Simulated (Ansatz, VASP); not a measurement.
Al3GaN4 in VASP and in Ansatz

```xyz
8
Lattice="4.4070 0.0000 0.0000 0.0000 4.4070 0.0000 0.0000 0.0000 4.4070" Properties=species:S:1:pos:R:3 pbc="T T T"
Al    2.2299    2.0600   -0.0570
Al    1.8451    0.3226    2.2009
Al   -0.1142    2.2776    2.2779
Ga   -0.3320    0.4446    0.2970
N     3.3891    2.8924    0.7931
N     3.5337    1.0988    2.6666
N     1.0860    2.6030    3.5932
N     1.5834    1.5220    1.4493
```

Change from the starting cell: all atoms moved at random (sigma 0.3 Å a component).

Alike in both runs: task single point; functional PBEsol; k mesh 6 × 6 × 6; occupations gaussian, width 0.05 eV; no spin polarisation.

|  | VASP | Ansatz |
| --- | --- | --- |
| version | VASP 6.6.1 | Ansatz 0.2.0 |
| potentials or method | VASP PAW PBE potentials, release 64 (Al, Ga_d, N), cutoff 520 eV | scalar-relativistic, plane waves, PAW |
| valence electrons in the cell | 42 | 42 |

```csv
,VASP,Ansatz,Ansatz less VASP
gap on the k mesh at the Fermi level (eV),none,none,-
rms of the force components (eV/Å),8.706,8.636,-0.0695
```

VASP's potentials were made for PBE, not for PBEsol. Atom by atom the forces differ by 0.079 eV/Å (rms over components). A gap of «none» marks a metal or a gap that the smearing closes. The functional is the same, so the differences come from potentials, cutoffs and numerics.
